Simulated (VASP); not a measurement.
# C (Fd-3m) in VASP: a series of runs

The runs below take C through single point, with LDA.

All numbers are computed with VASP 6.6.1; they aren't measurements. Logs are shortened: lines on timing, memory, paths and dates and some standing lists are left out, and cuts for length are marked.

### Step 1. The cell of the first run

Symmetry: Fd-3m, No. 227, cubic system. The conventional cell has a = 3.519 Å, b = 3.519 Å, c = 3.519 Å, α = 90.00°, β = 90.00°, γ = 90.00°. C (site symmetry -43m) has 4 C at 1.52 Å within 2.0 Å.

### Step 2. Single point, LDA (volume scaled by 0.96)

File INCAR:

```
SYSTEM = C
PREC = Accurate
ENCUT = 520
EDIFF = 1E-6
ISMEAR = -1
SIGMA = 0.08
LREAL = .FALSE.
LASPH = .TRUE.
NELM = 100
ALGO = Normal
ISIF = 2
LWAVE = .FALSE.
LCHARG = .TRUE.
LELF = .TRUE.
LVHAR = .TRUE.
NBANDS = 11
```

File KPOINTS:

```
Automatic mesh
0
G
  20 20 20
  0 0 0
```

File POSCAR:

```
C
1.0
    0.0000000000      1.7592970453      1.7592970453
    1.7592970453      0.0000000000      1.7592970453
    1.7592970453      1.7592970453      0.0000000000
C
2
Direct
    0.5000000000      0.5000000000      0.5000000000
    0.7500000000      0.7500000000      0.7500000000
```

Potentials or basis: VASP PAW LDA potentials, release 64 (C).

Launch:

```console
cat potpaw_LDA.64/C/POTCAR > POTCAR
mpirun -np 1 vasp_std > vasp.out
```

OUTCAR:

```text
SYSTEM = C
   PREC = Accurate
   ENCUT = 520
   EDIFF = 1E-6
   ISMEAR = -1
   LREAL = .FALSE.
   LASPH = .TRUE.
   NELM = 100
   ISIF = 2

 ion  position               nearest neighbor table
   1  0.500  0.500  0.500-   2 1.52   2 1.52   2 1.52   2 1.52
   2  0.750  0.750  0.750-   1 1.52   1 1.52   1 1.52   1 1.52

  LATTYP: Found a face centered cubic cell.
 ALAT       =     3.5185940906

  Lattice vectors:

 A1 = (   0.0000000000,   1.7592970453,   1.7592970453)
 A2 = (   1.7592970453,   0.0000000000,   1.7592970453)
 A3 = (   1.7592970453,   1.7592970453,   0.0000000000)

Analysis of symmetry for initial positions (statically):
=====================================================================
 Subroutine PRICEL returns:
 Original cell was already a primitive cell.

 Routine SETGRP: Setting up the symmetry group for a
 face centered cubic supercell.

 Subroutine GETGRP returns: Found 48 space group operations
 (whereof 24 operations were pure point group operations)
 out of a pool of 48 trial point group operations.

The static configuration has the point symmetry T_d .
 The point group associated with its full space group is O_h .

Analysis of symmetry for dynamics (positions and initial velocities):
=====================================================================
 Subroutine PRICEL returns:
 Original cell was already a primitive cell.

 Routine SETGRP: Setting up the symmetry group for a
 face centered cubic supercell.

 Subroutine GETGRP returns: Found 48 space group operations
 (whereof 24 operations were pure point group operations)
 out of a pool of 48 trial point group operations.

The dynamic configuration has the point symmetry T_d .
 The point group associated with its full space group is O_h .

 Subroutine INISYM returns: Found 48 space group operations
 (whereof 24 operations are pure point group operations),
 and found     1 'primitive' translations

----------------------------------------------------------------------------------------

                                     Primitive cell

  volume of cell :      10.8905

  direct lattice vectors                    reciprocal lattice vectors
     0.000000000  1.759297045  1.759297045    -0.284204422  0.284204422  0.284204422
     1.759297045  0.000000000  1.759297045     0.284204422 -0.284204422  0.284204422
     1.759297045  1.759297045  0.000000000     0.284204422  0.284204422 -0.284204422

  length of vectors
     2.488021742  2.488021742  2.488021742     0.492256499  0.492256499  0.492256499

  position of ions in fractional coordinates (direct lattice)
     0.500000000  0.500000000  0.500000000
     0.750000000  0.750000000  0.750000000

  ion indices of the primitive-cell ions
   primitive index   ion index
                 1           1
                 2           2

----------------------------------------------------------------------------------------

 KPOINTS: Automatic mesh

Automatic generation of k-mesh.
 Grid dimensions read from file:
 generate k-points for:   20   20   20

 Generating k-lattice:

  Cartesian coordinates                     Fractional coordinates (reciprocal lattice)
    -0.014210221  0.014210221  0.014210221     0.050000000  0.000000000  0.000000000
     0.014210221 -0.014210221  0.014210221     0.000000000  0.050000000  0.000000000
     0.014210221  0.014210221 -0.014210221     0.000000000  0.000000000  0.050000000

  Length of vectors
     0.024612825  0.024612825  0.024612825

  Shift w.r.t. Gamma in fractional coordinates (k-lattice)
     0.000000000  0.000000000  0.000000000

 Subroutine IBZKPT returns following result:
 ===========================================

 Found    256 irreducible k-points:

 Following reciprocal coordinates:
            Coordinates               Weight
  0.000000  0.000000  0.000000      1.000000
  0.050000  0.000000  0.000000      8.000000
  0.100000  0.000000  0.000000      8.000000
  0.150000  0.000000  0.000000      8.000000
  0.200000  0.000000  0.000000      8.000000
  0.250000  0.000000  0.000000      8.000000
[... 16 lines left out ...]
 -0.400000  0.050000  0.000000     24.000000
 -0.350000  0.050000  0.000000     24.000000
 [... further k-points ...]
   k-points           NKPTS =    256   k-points in BZ     NKDIM =    256   number of bands    NBANDS=     11
   number of dos      NEDOS =    301   number of ions     NIONS =      2
   total plane-waves  NPLWV =   8000
   dimension x,y,z NGX =    20 NGY =   20 NGZ =   20
   dimension x,y,z NGXF=    40 NGYF=   40 NGZF=   40
   ions per type =               2
   NGX,Y,Z   is equivalent  to a cutoff of  13.36, 13.36, 13.36 a.u.
   NGXF,Y,Z  is equivalent  to a cutoff of  26.73, 26.73, 26.73 a.u.
 SYSTEM =  C
   PREC   = accura    normal or accurate (medium, high low for compatibility)
   ISTART =      0    job   : 0-new  1-cont  2-samecut
   ICHARG =      2    charge: 1-file 2-atom 10-const
   ISPIN  =      1    spin polarized calculation?
   LNONCOLLINEAR =      F non collinear calculations
   LSORBIT =      F    spin-orbit coupling
   LASPH  =      T    aspherical Exc in radial PAW
   ENCUT  =  520.0 eV  38.22 Ry    6.18 a.u.   4.63  4.63  4.63*2*pi/ulx,y,z
   NELM   =    100;   NELMIN=  2; NELMDL= -5     # of ELM steps
   EDIFF  = 0.1E-05   stopping-criterion for ELM
   LREAL  =      F    real-space projection
   EDIFFG = 0.1E-04   stopping-criterion for IOM
   NSW    =      0    number of steps for IOM
   IBRION =     -1    ionic relax: 0-MD 1-quasi-New 2-CG
   NFREE  =      0    steps in history (QN), initial steepest desc. (CG)
   ISIF   =      2    stress and relaxation
   ISYM   =      2    0-nonsym 1-usesym 2-fastsym
   POTIM  = 0.5000    time-step for ionic-motion
   TEBEG  =    0.0;   TEEND  =   0.0 temperature during run
   PSTRESS=    0.0 pullay stress
   NELECT =       8.0000    total number of electrons
   NUPDOWN=      -1.0000    fix difference up-down
   EMIN   =  10.00;   EMAX   =-10.00  energy-range for DOS
   EFERMI =   0.00;   METHOD = LEGACY
   ISMEAR =    -1;   SIGMA  =   0.08  broadening in eV -4-tet -1-fermi 0-gaus
   EFERMI_NEDOS =   21; number of points for ismear=-14 and -15
   IALGO  =     38    algorithm
   IMIX   =      4    mixing-type and parameters
     AMIX     =   0.40;   BMIX     =  1.00
     AMIX_MAG =   1.60;   BMIX_MAG =  1.00
  volume/ion in A,a.u.               =       5.45        36.75
  Fermi-wavevector in a.u.,A,eV,Ry     =   1.477142  2.791394 29.687222  2.181949
  Thomas-Fermi vector in A             =   2.591583
   LORBIT       =      0    0 simple, 1 ext, 2 COOP (PROOUT), +10 PAW based schemes
   GGA     = CA    functional components
   LHFCALC =     F    Hartree Fock is set to
   AEXX    =    0.0000 exact exchange contribution
   IVDW    =     0    specifies the selected vdW correction
   LEPSILON=     F    determine dielectric tensor
   LRPA    =     F    only Hartree local field effects (RPA)
 non-spin polarized calculation
  energy-cutoff  :      520.00
  volume of cell :       10.89
 maximum number of plane-waves:       305
   NGX =  9   NGY =  9   NGZ =  9

 number of electron       7.9999998 magnetization

 Free energy of the ion-electron system (eV)
  ---------------------------------------------------
  ext. energy  EPLUGINS =         0.00000000
  ---------------------------------------------------
  free energy    TOTEN  =       -20.24168046 eV

  energy without entropy =      -20.24168046  energy(sigma->0) =      -20.24168046

 E-fermi :  11.7296     XC(G=0): -13.6978

 val. band max:       10.3295100775   @ k =   0.0000   0.0000   0.0000
 cond. band min:      14.5324238334   @ k =   0.3500   0.3500   0.0000
 fundamental gap:      4.2029137559
 Fermi energy:        11.7296009306

 k-point     1 :       0.0000    0.0000    0.0000
  band No.  band energies     occupation
      1     -11.5398      2.00000
      2      10.3295      2.00000
      3      10.3295      2.00000
      4      10.3295      2.00000
      5      15.9877      0.00000
      6      15.9877      0.00000
      7      15.9877      0.00000
      8      24.8296      0.00000
      9      29.8769      0.00000
     10      37.4199      0.00000
     11      37.4199      0.00000

 k-point     2 :       0.0500    0.0000    0.0000
  band No.  band energies     occupation
      1     -11.4689      2.00000
      2       9.8339      2.00000
      3      10.2003      2.00000
      4      10.2003      2.00000
      5      16.1557      0.00000
      6      16.1557      0.00000
      7      16.3059      0.00000
      8      24.8655      0.00000
      9      29.9953      0.00000
     10      36.0191      0.00000
     11      36.0191      0.00000

 k-point     3 :       0.1000    0.0000    0.0000
  band No.  band energies     occupation
      1     -11.2558      2.00000
      2       8.6179      2.00000
      3       9.8639      2.00000
      4       9.8639      2.00000
      5      16.5971      0.00000
      6      16.5971      0.00000
      7      17.0043      0.00000
      8      24.9713      0.00000
      9      30.3115      0.00000
     10      34.6531      0.00000
     11      34.6531      0.00000

 k-point     4 :       0.1500    0.0000    0.0000
  band No.  band energies     occupation
      1     -10.9015      2.00000
      2       7.0549      2.00000
      3       9.4214      2.00000
      4       9.4214      2.00000
      5      17.1766      0.00000
      6      17.1766      0.00000
      7      17.7468      0.00000
      8      25.1388      0.00000
      9      30.7146      0.00000
     10      33.6535      0.00000
     11      33.6535      0.00000

 k-point     5 :       0.2000    0.0000    0.0000
  band No.  band energies     occupation
      1     -10.4075      2.00000
      2       5.3480      2.00000
      3       8.9559      2.00000
      4       8.9559      2.00000
      5      17.7612      0.00000
      6      17.7612      0.00000
      7      18.3908      0.00000
      8      25.3519      0.00000
      9      31.0656      0.00000
     10      33.0837      0.00000
     11      33.0837      0.00000
[... 211 lines left out ...]
 k-point    21 :       0.5000    0.0500    0.0000
  band No.  band energies     occupation
      1      -5.4971      2.00000
      2      -3.3216      2.00000
      3       7.1936      2.00000
      4       7.2971      2.00000
      5      18.7572      0.00000
      6      19.1322      0.00000
      7      20.1112      0.00000
      8      26.1254      0.00000
      9      32.1661      0.00000
     10      35.0683      0.00000
     11      36.5811      0.00000

 k-point    22 :      -0.4500    0.0500    0.0000
  band No.  band energies     occupation
      1      -5.7314      2.00000
      2      -3.0486      2.00000
      3       7.1087      2.00000
      4       7.4121      2.00000
      5      18.8687      0.00000
      6      19.0223      0.00000
      7      20.0931      0.00000
      8      26.1293      0.00000
      9      32.1344      0.00000
     10      35.1448      0.00000
     11      35.9391      0.00000

 k-point    23 :      -0.4000    0.0500    0.0000
  band No.  band energies     occupation
      1      -6.7226      2.00000
      2      -1.7892      2.00000
      3       7.1172      2.00000
      4       7.6158      2.00000
      5      18.8962      0.00000
      6      18.9758      0.00000
      7      20.0007      0.00000
      8      26.0489      0.00000
      9      31.9204      0.00000
     10      34.7089      0.00000
     11      35.3198      0.00000

 k-point    24 :      -0.3500    0.0500    0.0000
  band No.  band energies     occupation
      1      -7.7417      2.00000
      2      -0.2780      2.00000
      3       7.2211      2.00000
      4       7.9019      2.00000
      5      18.7272      0.00000
      6      19.0449      0.00000
      7      19.8282      0.00000
      8      25.8894      0.00000
      9      31.6913      0.00000
     10      33.4897      0.00000
     11      35.1378      0.00000

 [... further k-points ...]
[... 5 lines left out ...]
  --------------------------------------------------------------------------------------
  -------------------------------------------------------------------------------------
  Total        0.4768467      0.4768467      0.4768467     -0.0000000      0.0000000     -0.0000000
  in kB       70.1522918     70.1522918     70.1522918     -0.0000000      0.0000000     -0.0000000
  external PRESSURE =      70.1522918 kB  Pullay stress =       0.0000000 kB

 VOLUME and BASIS-vectors are now :
 -----------------------------------------------------------------------------
  energy-cutoff  :      520.00
  volume of cell :       10.89
      direct lattice vectors                 reciprocal lattice vectors
     0.000000000  1.759297045  1.759297045    -0.284204422  0.284204422  0.284204422
     1.759297045  0.000000000  1.759297045     0.284204422 -0.284204422  0.284204422
     1.759297045  1.759297045  0.000000000     0.284204422  0.284204422 -0.284204422

 POSITION                                       TOTAL-FORCE (eV/Angst)
 -----------------------------------------------------------------------------------
      1.75930      1.75930      1.75930         0.000000      0.000000      0.000000
      2.63895      2.63895      2.63895        -0.000000     -0.000000     -0.000000
 -----------------------------------------------------------------------------------
    total drift:                                0.000000     -0.000000      0.000000

  FREE ENERGIE OF THE ION-ELECTRON SYSTEM (eV)
  ---------------------------------------------------
  free  energy   TOTEN  =       -20.2416804648 eV

  energy  without entropy=      -20.2416804647  energy(sigma->0) =      -20.24168046
```

It took 20 s on 1 thread of AMD EPYC 9R14 (Zen 4), shared host; peak memory 0.1 GiB.

What came out:

* Free energy: -20.2417 eV
* Pressure: 7.0 GPa
* Band gap on the k mesh: 4.20 eV, indirect (least direct gap 5.66 eV)

Levels at points of the mesh, in eV from the valence-band top:
```tsv
k point	band 1	band 2	band 3	band 4	band 5	band 6	band 7	band 8
(0.00, 0.00, 0.00)	-21.87	0.00	0.00	0.00	5.66	5.66	5.66	14.50
(0.50, 0.00, 0.00)	-15.79	-13.82	-2.89	-2.89	8.56	8.56	9.58	15.77
(0.50, 0.50, 0.00)	-12.90	-12.90	-6.54	-6.54	4.80	4.80	17.25	17.25
```

### Step 3. Single point, LDA (volume scaled by 0.99)

File INCAR:

```
SYSTEM = C
ALGO = Normal ; EDIFF = 1E-6
ENCUT = 520 ; ISIF = 2
ISMEAR = -1 ; LASPH = .True.
LCHARG = .True. ; LELF = .True.
LREAL = .False. ; LVHAR = .True.
LWAVE = .False. ; NBANDS = 11
NELM = 80 ; PREC = Accurate
SIGMA = 0.08
```

File KPOINTS:

```
k-points
0
Gamma
  20 20 20
  0 0 0
```

File POSCAR:

```
C
1.0
    0.0000000000      1.7774354070      1.7774354070
    1.7774354070      0.0000000000      1.7774354070
    1.7774354070      1.7774354070      0.0000000000
C
2
Direct
    0.5000000000      0.5000000000      0.5000000000
    0.7500000000      0.7500000000      0.7500000000
```

Potentials or basis: VASP PAW LDA potentials, release 64 (C).

Launch:

```console
cat potpaw_LDA.64/C/POTCAR > POTCAR
mpirun -np 1 vasp_std > vasp.out
```

It took 21 s on 1 thread of AMD EPYC 9R14 (Zen 4), shared host; peak memory 0.1 GiB.

It converged, with:

```yaml
Free_energy: -20.2417 eV
Pressure: -7.3 GPa
Band_gap_on_the_k_mesh: 4.13 eV, indirect (least direct gap 5.57 eV)
```

Levels at points of the mesh, in eV from the valence-band top:
| k point | band 2 | band 3 | band 4 | band 5 | band 6 | band 7 |
| --- | --- | --- | --- | --- | --- | --- |
| (0.00, 0.00, 0.00) | 0.00 | 0.00 | 0.00 | 5.57 | 5.57 | 5.57 |
| (0.50, 0.00, 0.00) | -13.47 | -2.81 | -2.81 | 8.43 | 8.43 | 9.15 |
| (0.50, 0.50, 0.00) | -12.68 | -6.35 | -6.35 | 4.73 | 4.73 | 16.78 |

### Step 4. Single point, LDA (volume scaled by 1.02)

File INCAR:

```
  PREC = Accurate
  ENCUT = 520
  EDIFF = 1E-6
  ISMEAR = -1
  SIGMA = 0.08
  LREAL = F
  LASPH = T
  NELM = 80
  ALGO = Normal
  ISIF = 2
  LWAVE = F
  LCHARG = F
  NBANDS = 11
```

File KPOINTS:

```
regular mesh
0
Gamma
  20 20 20
```

File POSCAR:

```
C
1.0
    0.0000000000      1.7952109402      1.7952109402
    1.7952109402      0.0000000000      1.7952109402
    1.7952109402      1.7952109402      0.0000000000
C
2
Direct
    0.5000000000      0.5000000000      0.5000000000
    0.7500000000      0.7500000000      0.7500000000
```

Launch:

```console
cat potpaw_LDA.64/C/POTCAR > POTCAR
mpirun -np 1 vasp_std > vasp.out
```

It took 21 s on 1 thread of AMD EPYC 9R14 (Zen 4), shared host; peak memory 0.1 GiB.

The run converged. Its results:

| Property | Result |
| --- | --- |
| Free energy | -20.2133 eV |
| Pressure | -19.7 GPa |
| Band gap on the k mesh | 4.05 eV, indirect (least direct gap 5.49 eV) |

Levels at points of the mesh, in eV from the valence-band top:
| k point | band 2 | band 3 | band 4 | band 5 | band 6 | band 7 |
| --- | --- | --- | --- | --- | --- | --- |
| (0.00, 0.00, 0.00) | 0.00 | 0.00 | 0.00 | 5.49 | 5.49 | 5.49 |
| (0.50, 0.00, 0.00) | -13.14 | -2.74 | -2.74 | 8.30 | 8.30 | 8.74 |
| (0.50, 0.50, 0.00) | -12.47 | -6.17 | -6.17 | 4.66 | 4.66 | 16.33 |

 A k mesh can miss the band edges.

### Step 5. Summary

```tsv
cell	gap on the mesh (eV)	pressure (GPa)
a = 2.488 Å, angles 60.0°, 2 atoms	4.20	7.0
a = 2.514 Å, angles 60.0°, 2 atoms	4.13	-7.3
a = 2.539 Å, angles 60.0°, 2 atoms	4.05	-19.7
```

Alike in all rows: task single point; level LDA; potentials or basis VASP PAW LDA potentials, release 64 (C); no spin polarisation; k mesh 20 × 20 × 20; cutoff (eV) 520; smearing fermi-dirac 0.08 eV.

Absolute energies hang on the potentials; compare differences alone.
